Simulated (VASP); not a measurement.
Crystal: WF3.

```
CELL_PARAMETERS angstrom
3.68313 0.00000 0.00000
0.00000 3.68313 0.00000
0.00000 0.00000 3.68313
ATOMIC_POSITIONS crystal
W 0.00000 0.00000 0.00000
F 0.50000 0.00000 0.50000
F 0.00000 0.50000 0.50000
F 0.50000 0.50000 0.00000
```

The cell was generated, and may not be a known phase.

```yaml
Program: VASP 6.6.1
Task: relaxation of cell and atoms
Functional: PBE
Potentials_or_basis: VASP PAW PBE potentials, release 64 (W_sv, F)
Cutoff: 600 eV
k_mesh: 5 × 5 × 5
Occupations: gaussian, width 0.2 eV
Spin: no spin polarisation
```

At the start: pressure -25.0 GPa; volume 12.49 Å³/atom.

Where does the relaxation end?

Over 3 steps the energy falls by 260.0 meV/atom and the volume is 9.84 Å³/atom (-21.2 %); space group Pm-3m (No. 221, to 0.1 Å) before and after.

Step by step:
| step | energy change (eV) | largest force (eV/Å) | pressure (GPa) | volume (Å³) |
| --- | --- | --- | --- | --- |
| 1 | 0.0000 | 0.0000 | -24.97 | 49.96 |
| 2 | -0.9608 | 0.0000 | 12.18 | 37.17 |
| 3 | -1.0398 | 0.0000 | -0.01 | 39.36 |

Final structure:
```
W F
1.0
     3.40174    0.00000    0.00000
     0.00000    3.40174    0.00000
     0.00000    0.00000    3.40174
W F
1 3
Direct
  0.00000 0.00000 0.00000
  0.50000 0.00000 0.50000
  0.00000 0.50000 0.50000
  0.50000 0.50000 0.00000
```

Caveat: the volume moved by over 15 % at a fixed basis, so the end points are rough; the highest band is partly filled, so the run has too few bands; an odd number of electrons without spin polarisation forces a metal; a magnetic or distorted state may lie lower.
